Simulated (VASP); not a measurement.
A run of VASP 6.6.1 is set up as follows.

The input INCAR:

```
PREC = Accurate ; ENCUT = 520
EDIFF = 1E-7 ; ISMEAR = -1
SIGMA = 0.025 ; LREAL = False
LASPH = True ; NELM = 150
ALGO = Normal ; ISIF = 2
LWAVE = False ; LCHARG = False
LNONCOLLINEAR = True ; MAGMOM = 0 0 0 0 0 0
LORBIT = 11 ; LSORBIT = True
GGA_COMPAT = False ; LORBMOM = True
LMAXMIX = 4 ; GGA = PE
NBANDS = 40
```

File KPOINTS:

```
regular mesh
0
Gamma
  18 18 10
```

File POSCAR:

```
Ru
1.0
    2.7058000000      0.0000000000      0.0000000000
   -1.3529000000      2.3432915376      0.0000000000
    0.0000000000      0.0000000000      4.2819000000
Ru
2
Direct
    0.3333333333      0.6666666667      0.2500000000
    0.6666666667      0.3333333333      0.7500000000
```

Potentials or basis: VASP PAW PBE potentials, release 64 (Ru_pv).

Run with:

```console
$ cat potpaw_PBE.64/Ru_pv/POTCAR > POTCAR
$ mpirun -np 1 vasp_ncl > vasp.out
```

Q: Predict the pressure.

A: 4.6 GPa.

Q: Predict the net moment.

A: 0.00 μB per cell.

Stress tensor (GPa, compression positive):
```
4.72 0.00 0.00
0.00 4.72 0.00
0.00 0.00 4.36
```

Caveat: the cell stands under pressure.
